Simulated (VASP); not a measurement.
**NiSb: relaxation of shape and atoms at fixed volume with revPBE+D4**

NiSb:

```
Ni Sb
1.0
     3.91552    0.00000    0.00000
    -1.95776    3.39094    0.00000
     0.00000    0.00000    5.11993
Ni Sb
2 2
Direct
  0.00000 0.00000 0.00000
  0.00000 0.00000 0.50000
  0.33333 0.66667 0.25000
  0.66667 0.33333 0.75000
```

```yaml
Program: VASP 6.6.1
Task: relaxation of shape and atoms at fixed volume
Functional: revPBE
Dispersion: D4
Potentials_or_basis: VASP PAW PBE potentials, release 64 (Ni, Sb)
Cutoff: 600 eV
k_mesh: 8 × 8 × 6
Occupations: gaussian, width 0.05 eV
Spin: collinear spin
Starting_moments: "[0.05, 0.05, 0.0, 0.0] μB"
Dipole_correction: no
Further_INCAR_settings: ALGO = Normal; EDIFF = 1e-07; IBRION = 2; EDIFFG = -0.01; NSW = 60; ISIF = 4
```

The pressure after relaxing is -0.9 GPa, the band gap on the k mesh is zero (filled and empty bands overlap) and the net moment is 0.00 μB per cell. The valence electrons inside the program's atomic spheres are Ni 9.41; Sb 2.43 and the dispersion energy per atom is -0.912 eV.

Stress tensor (GPa, compression positive):
```
-0.94  0.00  0.00
 0.00 -0.94  0.00
 0.00  0.00 -0.83
```

Final structure:
```
Ni Sb
1.0
     3.91552    0.00000    0.00000
    -1.95776    3.39094    0.00000
     0.00000    0.00000    5.11993
Ni Sb
2 2
Direct
  0.00000 0.00000 0.00000
  0.00000 0.00000 0.50000
  0.33333 0.66667 0.25000
  0.66667 0.33333 0.75000
```

Levels at points of the mesh, in eV from the Fermi level:
Spin up:
```tsv
k point	band 11	band 12	band 13	band 14	band 15	band 16	band 17	band 18	band 19
(0.00, 0.00, 0.00)	-1.42	-1.42	-0.11	0.55	0.55	2.46	2.46	3.11	4.02
(0.50, 0.00, 0.00)	-2.18	-1.94	-1.68	-1.49	-1.41	-0.39	1.08	3.38	3.96
(0.00, 0.00, 0.50)	-2.19	-2.19	0.23	0.23	2.05	2.05	2.05	2.05	5.16
(0.50, 0.00, 0.50)	-2.01	-2.01	-1.90	-1.90	0.13	0.13	1.67	1.67	5.14
```
Spin down:
```csv
k point,band 13,band 14,band 15,band 16,band 17,band 18
"(0.00, 0.00, 0.00)",-0.11,0.55,0.55,2.46,2.46,3.11
"(0.50, 0.00, 0.00)",-1.68,-1.49,-1.41,-0.39,1.08,3.38
"(0.00, 0.00, 0.50)",0.23,0.23,2.05,2.05,2.05,2.05
"(0.50, 0.00, 0.50)",-1.90,-1.90,0.13,0.13,1.67,1.67
```

It took 3.9 min on 1 thread of Intel Xeon 8259CL, with other jobs on the host, peak memory 0.3 GiB.

Caveat: the relaxation stopped at its first step, so nothing moved; the PAW data sets were made with another functional, which shifts forces and pressure a little; spin-orbit coupling is left out, which moves the levels of the heavy elements.
